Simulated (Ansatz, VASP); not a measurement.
# One calculation of Al, two programs

File POSCAR:

```
Al
1.0
   -1.4288920766      1.4282300293      2.0200490114
    1.4288920766     -1.4282300293      2.0200490114
    1.4288920766      1.4282300293     -2.0200490114
Al
1
Direct
    0.0000000000      0.5000000000      0.5000000000
```

Contents of INCAR.step1:

```
ALGO = Normal ; EDIFF = 1E-4
ENCUT = 520 ; GGA = PE
ISMEAR = 0 ; LASPH = True
LCHARG = False ; LREAL = False
LWAVE = True ; NBANDS = 8
NELM = 100 ; PREC = Accurate
SIGMA = 0.1
```

The input INCAR.step2:

```
ALGO = Normal ; EDIFF = 1E-6
ENCUT = 520 ; ISIF = 2
ISMEAR = 0 ; ISTART = 1
LASPH = True ; LCHARG = False
LMIXTAU = True ; LREAL = False
LWAVE = False ; METAGGA = R2SCAN
NBANDS = 8 ; NELM = 100
PREC = Accurate ; SIGMA = 0.1
```

Contents of KPOINTS:

```
k-points
0
Gamma
  28 28 28
```

Input for Ansatz:

```yaml
crystal:
  lattice:
    - [-1.4288920766, 1.4282300293, 2.0200490114]
    - [1.4288920766, -1.4282300293, 2.0200490114]
    - [1.4288920766, 1.4282300293, -2.0200490114]
  atoms:
    - { symbol: Al, position: [0.0, 0.5, 0.5] }
basis:
  ecutwfc: 500
kpoints:
  mp_grid: { grid: [28, 28, 28] }
  band_path:
    path:
      - [[0.0, 0.0, 0.0], [0.5, 0.5, -0.5], [0.62502806, 0.37497194, -0.37497194]]
      - [[0.37497194, -0.37497194, 0.37497194], [0.0, 0.0, 0.0], [0.37508783, -0.37508783, -0.37508783]]
      - [[0.62491217, 0.37508783, -0.62491217], [0.5, 0.5, -0.5]]
      - [[0.0, 0.0, 0.0], [0.5, 0.0, 0.0], [0.75, -0.25, -0.25], [0.5, 0.0, -0.5], [0.0, 0.0, 0.0], [0.5, -0.5, 0.0], [0.75, -0.25, -0.25]]
    npoints: 14
hamiltonian:
  xc: r2scan
scf:
  occupations: { method: gaussian, width: 0.1 }
  n_extra_bands: 6
output:
  forces: true
  stress: true
  eigenvalues: true
  populations: true
  dos: { projected: true, de: 0.02, nscf_kmesh: { grid: [34, 34, 34] } }
  bader: true
  write_density: true
  write_potential: true
  elf: true
  volumetric_format: npy
```

Alike in both runs: task single point; functional r2SCAN; k mesh 28 × 28 × 28; occupations gaussian, width 0.1 eV; no spin polarisation.

|  | VASP | Ansatz |
| --- | --- | --- |
| version | VASP 6.6.1 | Ansatz 0.2.0 |
| potentials or method | VASP PAW PBE potentials, release 64 (Al), cutoff 520 eV | scalar-relativistic, plane waves, PAW |
| valence electrons in the cell | 3 | 3 |

```tsv
	VASP	Ansatz	Ansatz less VASP
gap on the k mesh at the Fermi level (eV)	none	none	-
pressure (GPa)	-3.3	-3.0	+0.29
```

VASP's potentials were made for PBE, not for r2SCAN. A gap of «none» marks a metal or a gap that the smearing closes.
